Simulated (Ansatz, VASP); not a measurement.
**Al in VASP and in Ansatz**

Contents of POSCAR:

```
Al
1.0
    2.3106480760     -4.8196168305      0.0000000000
    2.3106480760      4.8196168305      0.0000000000
    0.0000000000      0.0000000000      4.4598922809
Al
2
Direct
    0.9251243649      0.0748756351      0.2500000000
    0.0748756351      0.9251243649      0.7500000000
```

INCAR.step1

```
ALGO = Normal ; EDIFF = 1E-4
ENCUT = 600 ; GGA = PE
ISMEAR = 0 ; LASPH = True
LCHARG = False ; LREAL = False
LWAVE = True ; NELM = 100
PREC = Accurate ; SIGMA = 0.1
```

The input INCAR.step2:

```
ALGO = Normal ; EDIFF = 1E-7
EDIFFG = -0.0325 ; ENCUT = 600
IBRION = 2 ; ISIF = 3
ISMEAR = 0 ; ISTART = 1
LASPH = True ; LCHARG = False
LMIXTAU = True ; LREAL = False
LWAVE = False ; METAGGA = R2SCAN
NELM = 100 ; NSW = 90
PREC = Accurate ; SIGMA = 0.1
```

File KPOINTS:

```
k-points
0
Gamma
  4 4 4
```

Input for Ansatz:

```yaml
crystal:
  lattice:
    - [2.310648076, -4.8196168305, 0.0]
    - [2.310648076, 4.8196168305, 0.0]
    - [0.0, 0.0, 4.4598922809]
  atoms:
    - { symbol: Al, position: [0.9251243649, 0.0748756351, 0.25] }
    - { symbol: Al, position: [0.0748756351, 0.9251243649, 0.75] }
basis:
  ecutwfc: 500
kpoints:
  mp_grid: { grid: [4, 4, 4] }
hamiltonian:
  xc: r2scan
scf:
  occupations: { method: gaussian, width: 0.1 }
output:
  forces: true
  stress: true
  eigenvalues: true
relax:
  adjacent_minimum: "off"
  f_tol: 0.0325
  max_steps: 70
  cell: { stress_tol: 0.24 }
```

Alike in both runs: task relaxation of cell and atoms; functional r2SCAN; k mesh 4 × 4 × 4; occupations gaussian, width 0.1 eV; no spin polarisation.

|  | VASP | Ansatz |
| --- | --- | --- |
| version | VASP 6.6.1 | Ansatz 0.2.0 |
| potentials or method | VASP PAW PBE potentials, release 64 (Al), cutoff 600 eV | scalar-relativistic, plane waves, PAW |
| valence electrons in the cell | 6 | 6 |

|  | VASP | Ansatz | Ansatz less VASP |
| --- | --- | --- | --- |
| gap on the k mesh at the Fermi level, each at its own relaxed structure (eV) | none | none | - |
| relaxed volume (Å³/atom) | 16.68 | 19.62 | +2.939 |
| relaxed cell length with the largest relative difference (Å) | 4.367 | 3.617 | -0.7500 |

VASP's potentials were made for PBE, not for r2SCAN. A gap of «none» marks a metal or a gap that the smearing closes. One of these differences is far larger than is usual between the two programs; its cause wasn't traced.

The k mesh is coarse, so the values compare programs but aren't converged. Noted on VASP's run: the volume moved by over 15 % at a fixed basis, so the end points are rough.
